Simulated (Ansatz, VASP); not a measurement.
# BP in VASP and in Ansatz

```
P B
1.0
     0.00000    2.26900    2.26900
     2.26900    0.00000    2.26900
     2.26900    2.26900    0.00000
P B
1 1
Direct
  0.75000 0.75000 0.75000
  0.00000 0.00000 0.00000
```

Alike in both runs: task relaxation of cell and atoms; functional revPBE; k mesh 10 × 10 × 10; occupations fermi-dirac, width 0.05 eV; no spin polarisation.

|  | VASP | Ansatz |
| --- | --- | --- |
| version | VASP 6.6.1 | Ansatz 0.2.0 |
| potentials or method | VASP PAW PBE potentials, release 64 (P, B) | Ansatz PAW |
| plane-wave cutoff (eV) | 600 | 420 |
| valence electrons in the cell | 8 | 8 |

|  | VASP | Ansatz | Ansatz less VASP |
| --- | --- | --- | --- |
| gap on the k mesh at the Fermi level, each at its own relaxed structure (eV) | 1.27 | 1.29 | +0.015 |
| relaxed volume (Å³/atom) | 11.89 | 11.92 | +0.029 |
| relaxed cell length with the largest relative difference (Å) | 3.228 | 3.230 | +0.0027 |

VASP's potentials were made for PBE, not for revPBE.

Noted on Ansatz's run: the plane-wave basis is chosen anew once the cell has moved, so the energies of steps on either side of that aren't comparable.
